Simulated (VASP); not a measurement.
Wanted: the native input for a VASP 6.6.1 run.

* Task: relaxation of cell and atoms
* Functional: PBE
* Potentials or basis: VASP PAW PBE potentials, release 64 (Al, N)
* Cutoff: 600 eV
* k mesh: 6 × 6 × 2
* Occupations: gaussian, width 0.2 eV
* Spin: no spin polarisation
* Dipole correction: no
* Further INCAR settings: ALGO = Normal; EDIFF = 1e-06; IBRION = 2; EDIFFG = -0.08; NSW = 36; ISIF = 3

The structure of Al6N lies in POSCAR:

```
Al6N
1.0
    2.9000000000      0.0000000000      0.0000000000
   -1.4500000000      2.5114736700      0.0000000000
    0.0000000000      0.0000000000     13.6500000000
Al N
6 1
Direct
    0.3333333300      0.6666666700      0.0900000000
    0.6666666700      0.3333333300      0.9100000000
    0.6666666700      0.3333333300      0.4200000000
    0.3333333300      0.6666666700      0.5800000000
    0.0000000000      0.0000000000      0.7420000000
    0.0000000000      0.0000000000      0.2580000000
    0.0000000000      0.0000000000      0.0000000000
```

One way to write it, as run:

INCAR

```
SYSTEM = Al6N
PREC = Accurate
ENCUT = 600
EDIFF = 1E-6
ISMEAR = 0
SIGMA = 0.2
LREAL = .FALSE.
LASPH = .TRUE.
NELM = 100
ALGO = Normal
ISIF = 3
LWAVE = .FALSE.
LCHARG = .FALSE.
GGA = PE
IBRION = 2
NSW = 36
EDIFFG = -0.08
```

KPOINTS

```
regular mesh
0
G
  6 6 2
  0 0 0
```

Potentials or basis: VASP PAW PBE potentials, release 64 (Al, N).

Run with:

```bash
$ cat potpaw_PBE.64/Al/POTCAR potpaw_PBE.64/N/POTCAR > POTCAR
$ mpirun -np 1 vasp_std > vasp.out
```

It gave:

```
Relaxed volume                         : 14.40 Å³/atom
Relaxed cell                           : a = 2.873 Å, b = 2.873 Å, c = 14.099 Å, α = 90.00°, β = 90.00°, γ = 120.00°
Space group after relaxing (to 0.05 Å) : P-3m1 (No. 164)
Energy gained by relaxing              : 14.9 meV/atom
Ionic steps                            : 6
Pressure after relaxing                : 0.2 GPa
Largest force after relaxing           : 0.063 eV/Å
```

Caveat: the k points lie up to 0.42 Å⁻¹ apart in the final cell; the relaxation stopped at a loose force limit of 0.08 eV/Å, so its end isn't a converged minimum.

Run time: 64 s on 1 thread of AMD EPYC 9R45 (Zen 5), on a shared host, peak memory 0.21 GiB.
